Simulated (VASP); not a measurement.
The system is Ta4O.

```
Ta O
1.0
     3.10738    1.79405    2.53545
    -3.10738    1.79405    2.53545
     0.00000   -3.58810    2.53545
Ta O
4 1
Direct
  0.32940 0.80191 0.32940
  0.32940 0.32940 0.80191
  0.80191 0.32940 0.32940
  0.80198 0.80198 0.80198
  0.06581 0.06581 0.06581
```

Base run:

| Quantity | Value |
| --- | --- |
| Program | VASP 6.6.1 |
| Functional | PBE |
| Potentials or basis | VASP PAW PBE potentials, release 64 (Ta_pv, O) |
| Cutoff | 520 eV |
| k mesh | 6 × 6 × 6 |
| Occupations | gaussian, width 0.1 eV |
| Spin | no spin polarisation |

Its results: band gap on the k mesh zero (band 25 reaches 7.05 eV, above the bottom of band 26 at 4.88 eV); pressure 0.2 GPa; largest force 0.055 eV/Å.

Q: The run is repeated on the same cell with these changes: potentials or basis from VASP PAW PBE potentials, release 64 (Ta_pv, O) to VASP PAW PBE potentials, release 64 (Ta_sv_GW, O); cutoff from 520 eV to 600 eV; further incar settings from ALGO = Normal; EDIFF = 1e-06; NBANDS = 33 to ALGO = Normal; EDIFF = 1e-06; NBANDS = 37; valence electrons from 50 to 58. What comes out?

A: Band gap on the k mesh zero (band 29 reaches 11.31 eV, above the bottom of band 30 at 9.14 eV); pressure -0.3 GPa; largest force 0.040 eV/Å.

Caveats: spin-orbit coupling is left out, which moves the levels of the heavy elements.
